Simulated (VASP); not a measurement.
# Tl3Cu (Pm-3m) in VASP: settings compared

Aim: see how the results for Tl3Cu move with the level of theory and the settings. Levels: PBE+D3(BJ), PBE+D4. Tasks: relaxation of cell and atoms.

Everything below comes from runs of VASP 6.6.1. Logs are shortened: lines on timing, memory, paths and dates and some standing lists are left out, and cuts for length are marked.

### 1 The cell of the first run

Symmetry: Pm-3m, No. 221, cubic system. Conventional cell: a = 4.717 Å, b = 4.717 Å, c = 4.717 Å, α = 90.00°, β = 90.00°, γ = 90.00°. Tl (site symmetry 4/mmm) has 8 Tl at 3.34 Å and 4 Cu at 3.34 Å within 4.4 Å. Cu (site symmetry m-3m) has 12 Tl at 3.34 Å within 4.4 Å.

### 2 Relaxation of cell and atoms, PBE+D3(BJ)

The input, INCAR:

```
  PREC = Accurate
  ENCUT = 600
  EDIFF = 1E-6
  ISMEAR = -1
  SIGMA = 0.05
  LREAL = False
  LASPH = True
  NELM = 100
  ALGO = Normal
  ISIF = 3
  LWAVE = False
  LCHARG = False
  GGA = PE
  IVDW = 12
  IBRION = 2
  NSW = 60
  EDIFFG = -0.01
```

The input, KPOINTS:

```
Automatic mesh
0
Gamma
  6 6 6
```

The input, POSCAR:

```
Tl3Cu
1.0
    4.7169980000      0.0000000000      0.0000000000
    0.0000000000      4.7169980000      0.0000000000
    0.0000000000      0.0000000000      4.7169980000
Tl Cu
3 1
Direct
    0.5000000000      0.5000000000      0.0000000000
    0.5000000000      0.0000000000      0.5000000000
    0.0000000000      0.5000000000      0.5000000000
    0.0000000000      0.0000000000      0.0000000000
```

Potentials or basis: VASP PAW PBE potentials, release 64 (Tl_d, Cu).

Launch:

```sh
$ cat potpaw_PBE.64/Tl_d/POTCAR potpaw_PBE.64/Cu/POTCAR > POTCAR
$ mpirun -np 1 vasp_std > vasp.out
```

OUTCAR:

```text
PREC = Accurate
   ENCUT = 600
   EDIFF = 1E-6
   ISMEAR = -1
   LREAL = False
   LASPH = True
   NELM = 100
   ISIF = 3
   GGA = PE
   IVDW = 12
   IBRION = 2
   NSW = 60
   EDIFFG = -0.01
 IVDW          = 12

 ion  position               nearest neighbor table
   1  0.500  0.500  0.000-   2 3.34   3 3.34   4 3.34   2 3.34   3 3.34   2 3.34   4 3.34   2 3.34
                             3 3.34   4 3.34   3 3.34   4 3.34
   2  0.500  0.000  0.500-   1 3.34   3 3.34   4 3.34   1 3.34   4 3.34   1 3.34   3 3.34   1 3.34
                             3 3.34   4 3.34   4 3.34   3 3.34
   3  0.000  0.500  0.500-   1 3.34   2 3.34   4 3.34   1 3.34   4 3.34   2 3.34   4 3.34   4 3.34
                             1 3.34   2 3.34   1 3.34   2 3.34
   4  0.000  0.000  0.000-   1 3.34   2 3.34   3 3.34   2 3.34   3 3.34   1 3.34   3 3.34   3 3.34
                             1 3.34   2 3.34   2 3.34   1 3.34

  LATTYP: Found a simple cubic cell.
 ALAT       =     4.7169980000

  Lattice vectors:

 A1 = (   4.7169980000,   0.0000000000,   0.0000000000)
 A2 = (   0.0000000000,   4.7169980000,   0.0000000000)
 A3 = (   0.0000000000,   0.0000000000,   4.7169980000)

Analysis of symmetry for initial positions (statically):
=====================================================================
 Subroutine PRICEL returns:
 Original cell was already a primitive cell.

 Routine SETGRP: Setting up the symmetry group for a
 simple cubic supercell.

 Subroutine GETGRP returns: Found 48 space group operations
 (whereof 48 operations were pure point group operations)
 out of a pool of 48 trial point group operations.

The static configuration has the point symmetry O_h .

Analysis of symmetry for dynamics (positions and initial velocities):
=====================================================================
 Subroutine PRICEL returns:
 Original cell was already a primitive cell.

 Routine SETGRP: Setting up the symmetry group for a
 simple cubic supercell.

 Subroutine GETGRP returns: Found 48 space group operations
 (whereof 48 operations were pure point group operations)
 out of a pool of 48 trial point group operations.

The dynamic configuration has the point symmetry O_h .

 Subroutine INISYM returns: Found 48 space group operations
 (whereof 48 operations are pure point group operations),
 and found     1 'primitive' translations

----------------------------------------------------------------------------------------

                                     Primitive cell

  volume of cell :     104.9535

  direct lattice vectors                    reciprocal lattice vectors
     4.716998000  0.000000000  0.000000000     0.211999242  0.000000000  0.000000000
     0.000000000  4.716998000  0.000000000     0.000000000  0.211999242  0.000000000
     0.000000000  0.000000000  4.716998000     0.000000000  0.000000000  0.211999242

  length of vectors
     4.716998000  4.716998000  4.716998000     0.211999242  0.211999242  0.211999242

  position of ions in fractional coordinates (direct lattice)
     0.500000000  0.500000000  0.000000000
     0.500000000  0.000000000  0.500000000
     0.000000000  0.500000000  0.500000000
     0.000000000  0.000000000  0.000000000

  ion indices of the primitive-cell ions
   primitive index   ion index
                 1           1
                 2           2
                 3           3
                 4           4

----------------------------------------------------------------------------------------

 KPOINTS: Automatic mesh

Automatic generation of k-mesh.
 Grid dimensions read from file:
 generate k-points for:    6    6    6

 Generating k-lattice:

  Cartesian coordinates                     Fractional coordinates (reciprocal lattice)
     0.035333207  0.000000000  0.000000000     0.166666667  0.000000000  0.000000000
     0.000000000  0.035333207  0.000000000     0.000000000  0.166666667  0.000000000
     0.000000000  0.000000000  0.035333207     0.000000000  0.000000000  0.166666667

  Length of vectors
     0.035333207  0.035333207  0.035333207

  Shift w.r.t. Gamma in fractional coordinates (k-lattice)
     0.000000000  0.000000000  0.000000000

 Subroutine IBZKPT returns following result:
 ===========================================

 Found     20 irreducible k-points:

 Following reciprocal coordinates:
            Coordinates               Weight
  0.000000  0.000000  0.000000      1.000000
  0.166667  0.000000  0.000000      6.000000
  0.333333  0.000000  0.000000      6.000000
  0.500000  0.000000  0.000000      3.000000
  0.166667  0.166667  0.000000     12.000000
  0.333333  0.166667  0.000000     24.000000
[... 12 lines left out ...]
  0.500000  0.500000  0.333333      6.000000
  0.500000  0.500000  0.500000      1.000000
   k-points           NKPTS =     20   k-points in BZ     NKDIM =     20   number of bands    NBANDS=     30
   number of dos      NEDOS =    301   number of ions     NIONS =      4
   total plane-waves  NPLWV =  64000
   dimension x,y,z NGX =    40 NGY =   40 NGZ =   40
   dimension x,y,z NGXF=    80 NGYF=   80 NGZF=   80
   ions per type =               3   1
   NGX,Y,Z   is equivalent  to a cutoff of  14.10, 14.10, 14.10 a.u.
   NGXF,Y,Z  is equivalent  to a cutoff of  28.20, 28.20, 28.20 a.u.
 SYSTEM =  unknown system
   PREC   = accura    normal or accurate (medium, high low for compatibility)
   ISTART =      0    job   : 0-new  1-cont  2-samecut
   ICHARG =      2    charge: 1-file 2-atom 10-const
   ISPIN  =      1    spin polarized calculation?
   LNONCOLLINEAR =      F non collinear calculations
   LSORBIT =      F    spin-orbit coupling
   LASPH  =      T    aspherical Exc in radial PAW
   ENCUT  =  600.0 eV  44.10 Ry    6.64 a.u.   9.42  9.42  9.42*2*pi/ulx,y,z
   NELM   =    100;   NELMIN=  2; NELMDL= -5     # of ELM steps
   EDIFF  = 0.1E-05   stopping-criterion for ELM
   LREAL  =      F    real-space projection
   EDIFFG = -.1E-01   stopping-criterion for IOM
   NSW    =     60    number of steps for IOM
   IBRION =      2    ionic relax: 0-MD 1-quasi-New 2-CG
   NFREE  =      1    steps in history (QN), initial steepest desc. (CG)
   ISIF   =      3    stress and relaxation
   ISYM   =      2    0-nonsym 1-usesym 2-fastsym
   POTIM  = 0.5000    time-step for ionic-motion
   TEBEG  =    0.0;   TEEND  =   0.0 temperature during run
   PSTRESS=    0.0 pullay stress
   NELECT =      50.0000    total number of electrons
   NUPDOWN=      -1.0000    fix difference up-down
   EMIN   =  10.00;   EMAX   =-10.00  energy-range for DOS
   EFERMI =   0.00;   METHOD = LEGACY
   ISMEAR =    -1;   SIGMA  =   0.05  broadening in eV -4-tet -1-fermi 0-gaus
   EFERMI_NEDOS =   21; number of points for ismear=-14 and -15
   IALGO  =     38    algorithm
   IMIX   =      4    mixing-type and parameters
     AMIX     =   0.40;   BMIX     =  1.00
     AMIX_MAG =   1.60;   BMIX_MAG =  1.00
  volume/ion in A,a.u.               =      26.24       177.07
  Fermi-wavevector in a.u.,A,eV,Ry     =   1.278593  2.416191 22.242821  1.634801
  Thomas-Fermi vector in A             =   2.411127
   LORBIT       =      0    0 simple, 1 ext, 2 COOP (PROOUT), +10 PAW based schemes
   GGA     = PE    functional components
   LHFCALC =     F    Hartree Fock is set to
   AEXX    =    0.0000 exact exchange contribution
   IVDW    =    12    specifies the selected vdW correction
   LEPSILON=     F    determine dielectric tensor
   LRPA    =     F    only Hartree local field effects (RPA)
 conjugate gradient relaxation of ions
 non-spin polarized calculation
  energy-cutoff  :      600.00
  volume of cell :      104.95
 maximum number of plane-waves:      3544
 NGX is ok and might be reduce to    40
   NGX = 19   NGY = 19   NGZ = 19

--------------------------------------- Ionic step        1  -------------------------------------------

 number of electron      49.9999992 magnetization

 Free energy of the ion-electron system (eV)
  ---------------------------------------------------
  ext. energy  EPLUGINS =         0.00000000
  ---------------------------------------------------
  free energy    TOTEN  =        -9.27758552 eV

  energy without entropy =       -9.26112506  energy(sigma->0) =       -9.26935529

------------------------ aborting loop because EDIFF is reached ----------------------------------------

 Edisp (eV)   -1.37343

 E8    (eV) :    -0.6913

  FORCE on cell =-STRESS in cart. coord.  units (eV):
  Direction    XX          YY          ZZ          XY          YZ          ZX
  --------------------------------------------------------------------------------------
  -------------------------------------------------------------------------------------
  Total      -1.36968    -1.36968    -1.36968     0.00000    -0.00000     0.00000
  in kB     -20.90896   -20.90896   -20.90896     0.00000    -0.00000     0.00000
  external pressure =      -20.91 kB  Pullay stress =        0.00 kB

 VOLUME and BASIS-vectors are now :
 -----------------------------------------------------------------------------
  energy-cutoff  :      600.00
  volume of cell :      104.95
      direct lattice vectors                 reciprocal lattice vectors
     4.716998000  0.000000000  0.000000000     0.211999242  0.000000000  0.000000000
     0.000000000  4.716998000  0.000000000     0.000000000  0.211999242  0.000000000
     0.000000000  0.000000000  4.716998000     0.000000000  0.000000000  0.211999242
[... 127 lines left out ...]
 POSITION                                       TOTAL-FORCE (eV/Angst)
 -----------------------------------------------------------------------------------
      2.30776      2.30776      0.00000         0.000000      0.000000      0.000000
      2.30776      0.00000      2.30776        -0.000000     -0.000000     -0.000000
     -0.00000      2.30776      2.30776        -0.000000     -0.000000     -0.000000
      0.00000      0.00000      0.00000        -0.000000     -0.000000     -0.000000
 -----------------------------------------------------------------------------------
    total drift:                               -0.000000     -0.000000     -0.000000

  FREE ENERGIE OF THE ION-ELECTRON SYSTEM (eV)
  ---------------------------------------------------
  free  energy   TOTEN  =       -10.6948375126 eV

  energy  without entropy=      -10.6773436149  energy(sigma->0) =      -10.68609056

--------------------------------------- Ionic step        5  -------------------------------------------

 number of electron      50.0000013 magnetization

 Free energy of the ion-electron system (eV)
  ---------------------------------------------------
  ext. energy  EPLUGINS =         0.00000000
  ---------------------------------------------------
  free energy    TOTEN  =        -9.22964907 eV

  energy without entropy =       -9.21221833  energy(sigma->0) =       -9.22093370

 E-fermi :   6.6735     XC(G=0): -10.4959

 val. band max:        6.6716414965   @ k =   0.5000   0.0000   0.0000
 cond. band min:       6.7451462716   @ k =   0.3333   0.1667   0.0000
 fundamental gap:      0.0735047751
 Fermi energy:         6.6735463209

 k-point     1 :       0.0000    0.0000    0.0000
  band No.  band energies     occupation
      1      -5.5501      2.00000
      2      -5.4567      2.00000
      3      -5.4567      2.00000
      4      -5.4567      2.00000
      5      -5.1556      2.00000
      6      -5.1556      2.00000
[... 675 lines left out ...]
 POSITION                                       TOTAL-FORCE (eV/Angst)
 -----------------------------------------------------------------------------------
      2.30950      2.30950      0.00000         0.000000      0.000000      0.000000
      2.30950      0.00000      2.30950        -0.000000     -0.000000      0.000000
     -0.00000      2.30950      2.30950        -0.000000     -0.000000      0.000000
      0.00000      0.00000      0.00000        -0.000000     -0.000000      0.000000
 -----------------------------------------------------------------------------------
    total drift:                               -0.000000     -0.000000     -0.000000

  FREE ENERGIE OF THE ION-ELECTRON SYSTEM (eV)
  ---------------------------------------------------
  free  energy   TOTEN  =       -10.6949368677 eV

  energy  without entropy=      -10.6775061344  energy(sigma->0) =      -10.68622150

 reached required accuracy - stopping structural energy minimisation
```

It took 7 min on 1 thread of Intel Xeon Platinum 8488C (Sapphire Rapids), shared host; peak memory 0.3 GiB.

Results:

- Free energy: -10.6949 eV
- Relaxed volume: 24.64 Å³/atom
- Relaxed cell: a = 4.619 Å, b = 4.619 Å, c = 4.619 Å, α = 90.00°, β = 90.00°, γ = 90.00°
- Space group after relaxing (to 0.1 Å): Pm-3m (No. 221)
- Energy gained by relaxing: 11.0 meV/atom
- Ionic steps: 5
- Pressure after relaxing: 0.1 GPa
- Band gap on the k mesh: zero (bands 25 and 26 overlap by 3.44 eV)
- Dispersion energy per atom: -0.366 eV

The path:
```csv
step,energy change (eV),largest force (eV/Å),pressure (GPa),volume (Å³)
1,0.0000,0.0000,-2.09,104.95
2,-0.0421,0.0000,-0.65,99.84
3,-0.0377,0.0000,0.86,96.41
4,-0.0438,0.0000,0.11,98.32
5,-0.0439,0.0000,0.05,98.55
```

Final structure:
```cif
data_structure
_symmetry_space_group_name_H-M 'P 1'
_symmetry_Int_Tables_number 1
_cell_length_a 4.6190
_cell_length_b 4.6190
_cell_length_c 4.6190
_cell_angle_alpha 90.000
_cell_angle_beta 90.000
_cell_angle_gamma 90.000
_cell_volume 98.55
loop_
_atom_site_label
_atom_site_type_symbol
_atom_site_fract_x
_atom_site_fract_y
_atom_site_fract_z
_atom_site_occupancy
Tl1 Tl 0.50000 0.50000 0.00000 1
Tl2 Tl 0.50000 0.00000 0.50000 1
Tl3 Tl 0.00000 0.50000 0.50000 1
Cu1 Cu 0.00000 0.00000 0.00000 1
```

Caveat: spin-orbit coupling is left out, which moves the levels of the heavy elements.

### 3 Relaxation of cell and atoms, PBE+D4

The input, INCAR:

```
SYSTEM = Tl3Cu
PREC = Accurate
ENCUT = 600
EDIFF = 1E-6
ISMEAR = -1
SIGMA = 0.05
LREAL = .False.
LASPH = .True.
NELM = 100
ALGO = Normal
ISIF = 3
LWAVE = .False.
LCHARG = .False.
GGA = PE
IVDW = 13
IBRION = 2
NSW = 60
EDIFFG = -0.01
```

The input, KPOINTS:

```
Automatic mesh
0
Gamma
  6 6 6
  0 0 0
```

POSCAR is that of step 2.

Potentials or basis: VASP PAW PBE potentials, release 64 (Tl_d, Cu).

Launch:

```sh
$ cat potpaw_PBE.64/Tl_d/POTCAR potpaw_PBE.64/Cu/POTCAR > POTCAR
$ mpirun -np 1 vasp_std > vasp.out
```

Wall time 6 min (1 thread of Intel Xeon Platinum 8488C (Sapphire Rapids), shared host); peak memory 0.29 GiB.

Results (log left out):

- Free energy: -10.7875 eV
- Relaxed volume: 24.64 Å³/atom
- Relaxed cell: a = 4.619 Å, b = 4.619 Å, c = 4.619 Å, α = 90.00°, β = 90.00°, γ = 90.00°
- Space group after relaxing (to 0.1 Å): Pm-3m (No. 221)
- Energy gained by relaxing: 11.0 meV/atom
- Ionic steps: 5
- Pressure after relaxing: 0.0 GPa
- Band gap on the k mesh: zero (bands 25 and 26 overlap by 3.44 eV)
- Dispersion energy per atom: -0.389 eV

Step by step:
```
step  energy change (eV)  largest force (eV/Å)  pressure (GPa)  volume (Å³)
   1              0.0000                0.0000           -2.10       104.95
   2             -0.0423                0.0000           -0.64        99.82
   3             -0.0390                0.0000            0.78        96.67
   4             -0.0439                0.0000            0.11        98.37
   5             -0.0440                0.0000            0.05        98.58
```

Final structure:
```
Tl Cu
1.0
     4.61948    0.00000    0.00000
     0.00000    4.61948    0.00000
     0.00000    0.00000    4.61948
Tl Cu
3 1
Direct
  0.50000 0.50000 0.00000
  0.50000 0.00000 0.50000
  0.00000 0.50000 0.50000
  0.00000 0.00000 0.00000
```

Levels at points of the mesh, in eV from the Fermi level:
| k point | band 21 | band 22 | band 23 | band 24 | band 25 | band 26 | band 27 | band 28 | band 29 | band 30 |
| --- | --- | --- | --- | --- | --- | --- | --- | --- | --- | --- |
| (0.00, 0.00, 0.00) | -2.18 | -1.74 | -1.74 | -1.53 | -1.53 | -1.53 | 0.72 | 4.98 | 4.98 | 4.98 |
| (0.50, 0.00, 0.00) | -2.40 | -2.19 | -2.19 | 0.00 | 0.75 | 0.75 | 1.57 | 1.57 | 2.89 | 3.00 |
| (0.50, 0.50, 0.00) | -2.35 | -2.18 | -2.07 | -2.01 | 1.52 | 2.44 | 2.44 | 2.91 | 3.19 | 3.19 |
| (0.50, 0.50, 0.50) | -2.51 | -2.51 | -2.15 | -2.15 | -1.92 | -1.92 | -1.92 | -0.68 | 9.37 | 9.37 |

Caveat: spin-orbit coupling is left out, which moves the levels of the heavy elements.

The gap in the log of VASP goes by the Fermi energy; the results here count the filled bands.